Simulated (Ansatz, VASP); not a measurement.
## Two plane-wave programs on TaN

Contents of INCAR:

```
SYSTEM = TaN
PREC = Accurate
ENCUT = 520
EDIFF = 1E-7
ISMEAR = 0
SIGMA = 0.1
LREAL = .FALSE.
LASPH = .TRUE.
NELM = 150
ALGO = Normal
ISIF = 2
LWAVE = .FALSE.
LCHARG = .FALSE.
ISPIN = 2
MAGMOM = 1 0
LORBIT = 11
LMAXMIX = 4
GGA = PE
NBANDS = 19
```

The input KPOINTS:

```
regular mesh
0
G
  6 6 6
  0 0 0
```

POSCAR

```
TaN
1.0
    2.9652228856      0.0000000000      0.0000000000
    0.0000000000      2.9652228856      0.0000000000
    0.0000000000      0.0000000000      3.0449639422
Ta N
1 1
Direct
    0.0000000000      0.0000000000      0.5000000000
    0.5000000000      0.5000000000      0.5000000000
```

Input for Ansatz:

```yaml
crystal:
  lattice:
    - [2.9652228856, 0.0, 0.0]
    - [0.0, 2.9652228856, 0.0]
    - [0.0, 0.0, 3.0449639422]
  atoms:
    - { symbol: Ta, position: [0.0, 0.0, 0.5], spin: 1.0 }
    - { symbol: "N", position: [0.5, 0.5, 0.5] }
basis:
  ecutwfc: 420
kpoints:
  mp_grid: { grid: [6, 6, 6] }
hamiltonian:
  xc: pbe
scf:
  occupations: { method: gaussian, width: 0.1 }
  lower_state_search: "off"
output:
  forces: true
  stress: true
  eigenvalues: true
  populations: true
magnetization:
  spin_polarized: true
```

Alike in both runs: task single point; functional PBE; k mesh 6 × 6 × 6; occupations gaussian, width 0.1 eV; collinear spin.

```csv
,VASP,Ansatz
version,VASP 6.6.1,Ansatz 0.2.0
potentials or method,"VASP PAW PBE potentials, release 64 (Ta_pv, N), cutoff 520 eV","scalar-relativistic, plane waves, PAW"
valence electrons in the cell,16,18
```

VASP gave:

```
gap on the k mesh at the Fermi level (eV)                     : none
pressure (GPa)                                                : 0.3
traceless stress, the component that is largest in VASP (GPa) : -0.43
net moment per atom (μB)                                      : 0.00
```

Task: What did Ansatz give for the same quantities?

Result: gap on the k mesh at the Fermi level (eV): none; pressure (GPa): -0.1; traceless stress, the component that is largest in VASP (GPa): 0.04; net moment per atom (μB): 0.00.

A gap of «none» marks a metal or a gap that the smearing closes. The functional is the same, so the differences come from potentials, cutoffs and numerics. VASP's potentials hold 16 valence electrons a cell and Ansatz's 18, so a difference there can come from the potentials and not from the codes. Ansatz's warnings: seeded moment not kept.

Neither program's run includes spin-orbit coupling.
